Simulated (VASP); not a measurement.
# SiO2 (P6_222) in VASP: vibrations by perturbation theory with PBE

Aim: the vibrations by perturbation theory of SiO2 with PBE.

Everything below comes from runs of VASP 6.6.1. Logs are shortened: lines on timing, memory, paths and dates and some standing lists are left out, and cuts for length are marked.

## (1) The cell of the first run

The structure is hexagonal, space group P6_222 (No. 180). Conventional cell: a = 5.105 Å, b = 5.105 Å, c = 5.585 Å, α = 90.00°, β = 90.00°, γ = 120.00°. Within 2.2 Å of Si (site symmetry 222) lie 4 O at 1.62 Å. Within 2.2 Å of O (site symmetry 2) lie 2 Si at 1.62 Å.

## (2) Vibrations by perturbation theory, PBE

Contents of INCAR:

```
SYSTEM = SiO2
ALGO = Normal
EDIFF = 1E-8
ENCUT = 520
GGA = PE
IBRION = 8
ISIF = 2
ISMEAR = 0
LASPH = .True.
LCHARG = .False.
LEPSILON = .True.
LREAL = .False.
LWAVE = .False.
NELM = 60
NSW = 1
PREC = Accurate
SIGMA = 0.01
```

Contents of KPOINTS:

```
k-points
0
Gamma
  6 6 4
  0 0 0
```

Contents of POSCAR:

```
SiO2
1.0
    5.1053795084      0.0000000000      0.0000000000
   -2.5526897542      4.4213883503      0.0000000000
    0.0000000000      0.0000000000      5.5850507428
Si O
3 6
Direct
    0.0000000000      0.5000000000      0.6666666667
    0.5000000000      0.5000000000      0.3333333333
    0.5000000000      0.0000000000      0.0000000000
    0.7919802230      0.5839604459      0.5000000000
    0.2080197770      0.7919802230      0.8333333333
    0.5839604459      0.7919802230      0.1666666667
    0.2080197770      0.4160395541      0.5000000000
    0.7919802230      0.2080197770      0.8333333333
    0.4160395541      0.2080197770      0.1666666667
```

Potentials or basis: VASP PAW PBE potentials, release 64 (Si, O).

On the command line:

```console
> cat potpaw_PBE.64/Si/POTCAR potpaw_PBE.64/O/POTCAR > POTCAR
> mpirun -np 1 vasp_std > vasp.out
```

OUTCAR:

```text
SYSTEM = SiO2
   EDIFF = 1E-8
   ENCUT = 520
   GGA = PE
   IBRION = 8
   ISIF = 2
   ISMEAR = 0
   LASPH = .True.
   LEPSILON = .True.
   LREAL = .False.
   NELM = 60
   NSW = 1
   PREC = Accurate

 ion  position               nearest neighbor table
   1  0.000  0.500  0.667-   5 1.62   8 1.62   7 1.62   4 1.62
   2  0.500  0.500  0.333-   6 1.62   9 1.62   7 1.62   4 1.62
   3  0.500  0.000  0.000-   6 1.62   9 1.62   8 1.62   5 1.62
   4  0.792  0.584  0.500-   1 1.62   2 1.62
   5  0.208  0.792  0.833-   1 1.62   3 1.62
   6  0.584  0.792  0.167-   3 1.62   2 1.62
   7  0.208  0.416  0.500-   1 1.62   2 1.62
   8  0.792  0.208  0.833-   1 1.62   3 1.62
   9  0.416  0.208  0.167-   3 1.62   2 1.62

  LATTYP: Found a hexagonal cell.
 ALAT       =     5.1053795084
 C/A-ratio  =     1.0939540799

  Lattice vectors:

 A1 = (   5.1053795084,   0.0000000000,   0.0000000000)
 A2 = (  -2.5526897542,   4.4213883503,   0.0000000000)
 A3 = (   0.0000000000,   0.0000000000,   5.5850507428)

Analysis of symmetry for initial positions (statically):
[... 1030 lines left out ...]
  1Y    -0.971733  -42.701241   -0.000000   -1.189331   -0.336493    0.000000    5.879671    7.693427    0.000000   -3.417835    3.563699   -2.947763    2.282069   14.695439    9.456276   -0.723538   -0.586985   -0.798435   -3.417835    3.563699    2.947763    2.282069   14.695439   -9.456276   -0.723538   -0.586985    0.798435
  1Z     0.000000   -0.000000  -46.272742    0.000000    0.000000    7.203772   -0.000000   -0.000000    7.203772   10.493676   -2.903406    9.670248    2.732415   10.539493    9.670248   -0.849938    1.472136   -3.407897  -10.493676    2.903406    9.670248   -2.732415  -10.539493    9.670248    0.849938   -1.472136   -3.407897
  2X    10.401396   -1.243595    0.000000  -43.823302    0.971733    0.000000    2.371476   -3.446746    0.000000   14.039704    4.144844    9.217275   -1.422454    0.723538    0.460977    2.907964   -3.009078    2.055799   14.039704    4.144844   -9.217275   -1.422454    0.723538   -0.460977    2.907964   -3.009078   -2.055799
  2Y     1.189331   -0.336493    0.000000    0.971733  -42.701241    0.000000   -5.879671    7.693427    0.000000    3.417835    3.563699    2.947763    0.723538   -0.586985    0.798435   -2.282069   14.695439   -9.456276    3.417835    3.563699   -2.947763    0.723538   -0.586985   -0.798435   -2.282069   14.695439    9.456276
  2Z     0.000000    0.000000    7.203772    0.000000   -0.000000  -46.272742    0.000000   -0.000000    7.203772   10.493676    2.903406    9.670248   -0.849938   -1.472136   -3.407897    2.732415  -10.539493    9.670248  -10.493676   -2.903406    9.670248    0.849938    1.472136   -3.407897   -2.732415   10.539493    9.670248
  3X     2.324482    5.852539    0.000000    2.324482   -5.852539    0.000000  -42.140211    0.000000    0.000000   -0.169250    0.000000    0.921953    9.457437    6.063408    7.161475    9.457437   -6.063408    7.161475   -0.169250    0.000000   -0.921953    9.457437    6.063408   -7.161475    9.457437   -6.063408   -7.161475
  3Y     3.419613    7.740421    0.000000   -3.419613    7.740421    0.000000    0.000000  -44.384332    0.000000    0.000000   -1.840189    0.000000    6.790417    8.145967    6.508512   -6.790417    8.145967   -6.508512    0.000000   -1.840189    0.000000    6.790417    8.145967   -6.508512   -6.790417    8.145967    6.508512
  3Z     0.000000    0.000000    7.203772    0.000000    0.000000    7.203772    0.000000    0.000000  -46.272742   -1.699876    0.000000   -3.407897    7.761261    7.636087    9.670248    7.761261   -7.636087    9.670248    1.699876    0.000000   -3.407897   -7.761261   -7.636087    9.670248   -7.761261    7.636087    9.670248
  4X    14.030905   -3.449739   10.500228   14.030905    3.449739   10.500228   -0.127286    0.000000   -1.712759  -39.610727    0.000000  -25.836650    1.824325    1.187589    2.309643    1.824325   -1.187589    2.309643    8.073864    0.000000   -0.829742   -0.023154   -1.213905    1.379704   -0.023154    1.213905    1.379704
  4Y    -4.050094    3.538432   -2.787085    4.050094    3.538432    2.787085    0.000000   -1.826814    0.000000    0.000000   -7.655624    0.000000    1.049864    0.522201    1.143429   -1.049864    0.522201   -1.143429    0.000000   -0.687334    0.000000   -0.559598    1.024253   -1.582378    0.559598    1.024253    1.582378
  4Z     9.221151   -2.954300    9.660739    9.221151    2.954300    9.660739    0.925948    0.000000   -3.408277  -25.830698    0.000000  -23.838914    2.159374    1.418505    2.403962    2.159374   -1.418505    2.403962    0.827678    0.000000   -1.367426    0.658011   -1.970541    2.242608    0.658011    1.970541    2.242608
  5X     2.914027    2.368239    2.836428   -1.401932    0.735917   -0.856379    9.409073    6.718510    7.663800    1.816578    1.054337    2.145060  -15.644399  -13.836966  -12.918325    1.530350   -0.337318    2.060232   -0.005548   -0.569763   -0.680528    1.502965    3.793710   -0.414871   -0.121113    0.073335    0.164583
  5Y     2.968593   14.655309   10.487007    0.735917   -0.552168   -1.483293    6.118155    8.160263    7.699922    1.192062    0.529948    1.428495  -13.836966  -31.621951  -22.375195    0.316989   -0.529252    0.403670   -1.224069    1.006647    1.986048    3.793710    5.883564   -0.718578   -0.064390    2.467639    2.571924
  5Z     2.052077    9.462901    9.660739    0.462974    0.801895   -3.408277    7.169074    6.508601    9.660739    2.308149    1.160820    2.403962  -12.915349  -22.370041  -23.838914    2.035544   -0.415416    2.242608   -1.377533    1.555125    2.242608    0.413839    0.716790   -1.367426   -0.148775    2.579325    2.403962
  6X    -1.401932   -0.735917   -0.856379    2.914027   -2.368239    2.836428    9.409073   -6.718510    7.663800    1.816578   -1.054337    2.145060    1.530350    0.337318    2.060232  -15.644399   13.836966  -12.918325   -0.005548    0.569763   -0.680528   -0.121113   -0.073335    0.164583    1.502965   -3.793710   -0.414871
  6Y    -0.735917   -0.552168    1.483293   -2.968593   14.655309  -10.487007   -6.118155    8.160263   -7.699922   -1.192062    0.529948   -1.428495   -0.316989   -0.529252   -0.403670   13.836966  -31.621951   22.375195    1.224069    1.006647   -1.986048    0.064390    2.467639   -2.571924   -3.793710    5.883564    0.718578
  6Z     0.462974   -0.801895   -3.408277    2.052077   -9.462901    9.660739    7.169074   -6.508601    9.660739    2.308149   -1.160820    2.403962    2.035544    0.415416    2.242608  -12.915349   22.370041  -23.838914   -1.377533   -1.555125    2.242608   -0.148775   -2.579325    2.403962    0.413839   -0.716790   -1.367426
  7X    14.030905   -3.449739  -10.500228   14.030905    3.449739  -10.500228   -0.127286    0.000000    1.712759    8.073864    0.000000    0.829742   -0.023154   -1.213905   -1.379704   -0.023154    1.213905   -1.379704  -39.610727    0.000000   25.836650    1.824325    1.187589   -2.309643    1.824325   -1.187589   -2.309643
  7Y    -4.050094    3.538432    2.787085    4.050094    3.538432   -2.787085    0.000000   -1.826814    0.000000    0.000000   -0.687334    0.000000   -0.559598    1.024253    1.582378    0.559598    1.024253   -1.582378    0.000000   -7.655624    0.000000    1.049864    0.522201   -1.143429   -1.049864    0.522201    1.143429
  7Z    -9.221151    2.954300    9.660739   -9.221151   -2.954300    9.660739   -0.925948    0.000000   -3.408277   -0.827678    0.000000   -1.367426   -0.658011    1.970541    2.242608   -0.658011   -1.970541    2.242608   25.830698    0.000000  -23.838914   -2.159374   -1.418505    2.403962   -2.159374    1.418505    2.403962
  8X     2.914027    2.368239   -2.836428   -1.401932    0.735917    0.856379    9.409073    6.718510   -7.663800   -0.005548   -0.569763    0.680528    1.502965    3.793710    0.414871   -0.121113    0.073335   -0.164583    1.816578    1.054337   -2.145060  -15.644399  -13.836966   12.918325    1.530350   -0.337318   -2.060232
  8Y     2.968593   14.655309  -10.487007    0.735917   -0.552168    1.483293    6.118155    8.160263   -7.699922   -1.224069    1.006647   -1.986048    3.793710    5.883564    0.718578   -0.064390    2.467639   -2.571924    1.192062    0.529948   -1.428495  -13.836966  -31.621951   22.375195    0.316989   -0.529252   -0.403670
  8Z    -2.052077   -9.462901    9.660739   -0.462974   -0.801895   -3.408277   -7.169074   -6.508601    9.660739    1.377533   -1.555125    2.242608   -0.413839   -0.716790   -1.367426    0.148775   -2.579325    2.403962   -2.308149   -1.160820    2.403962   12.915349   22.370041  -23.838914   -2.035544    0.415416    2.242608
  9X    -1.401932   -0.735917    0.856379    2.914027   -2.368239   -2.836428    9.409073   -6.718510   -7.663800   -0.005548    0.569763    0.680528   -0.121113   -0.073335   -0.164583    1.502965   -3.793710    0.414871    1.816578   -1.054337   -2.145060    1.530350    0.337318   -2.060232  -15.644399   13.836966   12.918325
  9Y    -0.735917   -0.552168   -1.483293   -2.968593   14.655309   10.487007   -6.118155    8.160263    7.699922    1.224069    1.006647    1.986048    0.064390    2.467639    2.571924   -3.793710    5.883564   -0.718578   -1.192062    0.529948    1.428495   -0.316989   -0.529252    0.403670   13.836966  -31.621951  -22.375195
  9Z    -0.462974    0.801895   -3.408277   -2.052077    9.462901    9.660739   -7.169074    6.508601    9.660739    1.377533    1.555125    2.242608    0.148775    2.579325    2.403962   -0.413839    0.716790   -1.367426   -2.308149    1.160820    2.403962   -2.035544   -0.415416    2.242608   12.915349  -22.370041  -23.838914

 Eigenvectors and eigenvalues of the dynamical matrix
   1 f  =   34.864538 THz   219.060354 2PiTHz 1162.955812 cm-1   144.188079 meV
   2 f  =   34.864538 THz   219.060354 2PiTHz 1162.955812 cm-1   144.188079 meV
   3 f  =   32.425518 THz   203.735538 2PiTHz 1081.598856 cm-1   134.101107 meV
   4 f  =   31.832795 THz   200.011351 2PiTHz 1061.827750 cm-1   131.649803 meV
   5 f  =   31.714512 THz   199.268157 2PiTHz 1057.882255 cm-1   131.160624 meV
   6 f  =   31.714512 THz   199.268157 2PiTHz 1057.882255 cm-1   131.160624 meV
[... 15 lines left out ...]
  22 f  =    2.419281 THz    15.200792 2PiTHz   80.698535 cm-1    10.005339 meV
  23 f  =    2.419281 THz    15.200792 2PiTHz   80.698535 cm-1    10.005339 meV
  24 f/i=    0.010343 THz     0.064986 2PiTHz    0.345000 cm-1     0.042775 meV
  25 f/i=    0.018763 THz     0.117895 2PiTHz    0.625883 cm-1     0.077600 meV
  26 f/i=    0.018763 THz     0.117895 2PiTHz    0.625883 cm-1     0.077600 meV
  27 f/i=    1.729939 THz    10.869526 2PiTHz   57.704544 cm-1     7.154448 meV

 MACROSCOPIC STATIC DIELECTRIC TENSOR IONIC CONTRIBUTION
 ------------------------------------------------------
           2.117649     0.000000     0.000000
           0.000000     2.117649    -0.000000
           0.000000    -0.000000     2.294398
 ------------------------------------------------------

 ELASTIC MODULI CONTR FROM IONIC RELAXATION (kBar)
 Direction    XX          YY          ZZ          XY          YZ          ZX
 --------------------------------------------------------------------------------
 XX        -982.5680     80.7631   -360.9680      0.0000     -0.0000      0.0000
 YY          80.7631   -982.5680   -360.9680      0.0000     -0.0000      0.0000
 ZZ        -360.9680   -360.9680   -288.9713      0.0000     -0.0000      0.0000
 XY          -0.0000      0.0000      0.0000   -531.6942      0.0000     -0.0000
 YZ           0.0000     -0.0000     -0.0000      0.0000  -1644.3822      0.0000
 ZX           0.0000      0.0000      0.0000     -0.0000      0.0000  -1665.7194
 --------------------------------------------------------------------------------

 PIEZOELECTRIC TENSOR IONIC CONTR  for field in x, y, z        (C/m^2)
          XX          YY          ZZ          XY          YZ          ZX
  --------------------------------------------------------------------------------
  x     0.00000    -0.00000    -0.00000     0.00000    -0.11965     0.00000
  y     0.00000    -0.00000    -0.00000     0.00000    -0.00000     0.11929
  z     0.00000    -0.00000     0.00000    -0.00356    -0.00000     0.00000
```

It took 81 min on 1 thread of Oxide Virtual Turin-like, shared host; peak memory 0.69 GiB.

Results:

| Item | Value |
| --- | --- |
| Electronic dielectric tensor (diagonal) | 2.35, 2.35, 2.37 |
| Born charges (mean of the diagonal) | Si +3.41; O -1.70 e |
| Highest phonon frequency at Γ, LO-TO splitting left out | 1163 cm⁻¹ |
| Most unstable mode | 58i cm⁻¹ |

Phonon frequencies in cm⁻¹ (negative: imaginary):
```csv
q point,frequencies
"(0.000, 0.000, 0.000)",-58 -1 -1 0 81 81 236 236 345 376 376 389 392 392 400 418 654 654 751 752 752 1058 1058 1062 1082 1163 1163
```

Electronic dielectric tensor:
```
2.35 0.00 0.00
0.00 2.35 0.00
0.00 0.00 2.37
```

Born effective charge tensors (e):
atom 1, Si
```
3.56 0.31 0.00
0.31 3.20 0.00
0.00 0.00 3.47
```
atom 2, Si
```
 3.56 -0.31  0.00
-0.31  3.20  0.00
 0.00  0.00  3.47
```
atom 3, Si
```
3.02 0.00 0.00
0.00 3.74 0.00
0.00 0.00 3.47
```
atom 4, O
```
-2.35  0.00 -0.90
 0.00 -1.03  0.00
-0.90  0.00 -1.73
```
atom 5, O
```
-1.36 -0.57 -0.45
-0.57 -2.02 -0.78
-0.45 -0.78 -1.73
```
atom 6, O
```
-1.36  0.57 -0.45
 0.57 -2.02  0.78
-0.45  0.78 -1.73
```
atom 7, O
```
-2.35  0.00  0.90
 0.00 -1.03  0.00
 0.90  0.00 -1.73
```
atom 8, O
```
-1.36 -0.57  0.45
-0.57 -2.02  0.78
 0.45  0.78 -1.73
```
atom 9, O
```
-1.36  0.57  0.45
 0.57 -2.02 -0.78
 0.45 -0.78 -1.73
```

Caveat: some modes are imaginary.
